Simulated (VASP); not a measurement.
Set up this calculation in VASP 6.6.1, as the native input.

- Task: single point
- Functional: PBE
- Potentials or basis: VASP PAW PBE potentials, release 64 (Ta_pv, N)
- Cutoff: 520 eV
- k mesh: 24 × 24 × 24
- Occupations: gaussian, width 0.15 eV
- Spin: no spin polarisation
- Dipole correction: no
- Further INCAR settings: ALGO = Normal; EDIFF = 1e-07; NBANDS = 15

The structure of TaN lies in POSCAR:

```
TaN
1.0
    0.0000000000      2.0429871702      2.2086347786
    2.2086347786      0.0000000000      2.2086347786
    2.2086347786      2.0429871702      0.0000000000
Ta N
1 1
Direct
    0.5000000000      0.5000000000      0.5000000000
    0.0000000000      0.0000000000      0.0000000000
```

This cell differs from its parent crystal: strain -0.0750 x Voigt [0, 1, 0, 0, 0, 0].

The input as run:

INCAR

```
SYSTEM = TaN
  PREC = Accurate
  ENCUT = 520
  EDIFF = 1E-7
  ISMEAR = 0
  SIGMA = 0.15
  LREAL = .FALSE.
  LASPH = .TRUE.
  NELM = 60
  ALGO = Normal
  ISIF = 2
  LWAVE = .FALSE.
  LCHARG = .FALSE.
  GGA = PE
  NBANDS = 15
```

KPOINTS

```
regular mesh
0
G
  24 24 24
  0 0 0
```

Potentials or basis: VASP PAW PBE potentials, release 64 (Ta_pv, N).

The run is started by

```console
$ cat potpaw_PBE.64/Ta_pv/POTCAR potpaw_PBE.64/N/POTCAR > POTCAR
$ mpirun -np 1 vasp_std > vasp.out
```

Results of the run:

```yaml
Pressure: 38.0 GPa
Band_gap_on_the_k_mesh: zero (band 8 reaches 12.07 eV, above the bottom of band 9 at 7.72 eV)
```

Caveat: the cell differs from its parent crystal (strain -0.0750 x Voigt [0, 1, 0, 0, 0, 0]); spin-orbit coupling is left out, which moves the levels of the heavy elements.

It took 3.2 min on 1 thread of Intel(R) Xeon(R) Platinum 8488C (Sapphire Rapids) (shared host), peak memory 0.42 GiB.
